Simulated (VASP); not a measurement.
A run of VASP 6.6.1 is set up as follows.

INCAR

```
PREC     = Accurate       # precision mode
ENCUT    = 520            # plane-wave cutoff, eV
EDIFF    = 1E-6           # SCF threshold, eV
ISMEAR   = 0              # smearing method
SIGMA    = 0.05           # smearing width, eV
LREAL    = False          # projectors in reciprocal space
LASPH    = True           # aspherical terms in the spheres
NELM     = 150            # most SCF steps
ALGO     = Normal         # electronic algorithm
ISIF     = 2              # what is computed and relaxed
LWAVE    = False          # write WAVECAR
LCHARG   = True           # write CHGCAR
ISPIN    = 2              # spin polarisation
MAGMOM   = 0 0 0 0 0 0 0 0 2 # initial moments
LORBIT   = 11             # projections on sites
LDIPOL   = True         
IDIPOL   = 3            
DIPOL    = 0.5 0.5 0.317
GGA      = PE             # functional
IVDW     = 12             # dispersion correction
LELF     = True           # ELF
LVHAR    = True         
LVACPOTAV= True         
NBANDS   = 33             # bands
```

The input KPOINTS:

```
regular mesh
0
Gamma
  7 4 1
```

Contents of POSCAR:

```
Si8S
1.0
    3.8155170197      0.0000000000      0.0000000000
    0.0000000000      6.3129357895      0.0000000000
    0.0000000000      0.0000000000     21.2318711397
Si S
8 1
Direct
    0.0000000000      0.9369021388      0.1883960191
    0.0000000000      0.5630978612      0.1883960191
    0.5000000000      0.4369021388      0.2402729771
    0.5000000000      0.0630978612      0.2402729771
    0.5000000000      0.9332664454      0.3446595292
    0.5000000000      0.5667335546      0.3446595292
    0.0000000000      0.4266292815      0.3877129380
    0.0000000000      0.0733707185      0.3877129380
    0.0000000000      0.4266292815      0.5290099523
```

Potentials or basis: VASP PAW PBE potentials, release 64 (Si, S).

The run is started by

```console
$ cat potpaw_PBE.64/Si/POTCAR potpaw_PBE.64/S/POTCAR > POTCAR
$ mpirun -np 1 vasp_std > vasp.out
```

(1) Estimate the site moments.

(2) Predict the largest force.

## Answers

(1) Si -0.01, -0.00, -0.02, -0.06; S +0.67 μB.

(2) 2.023 eV/Å.
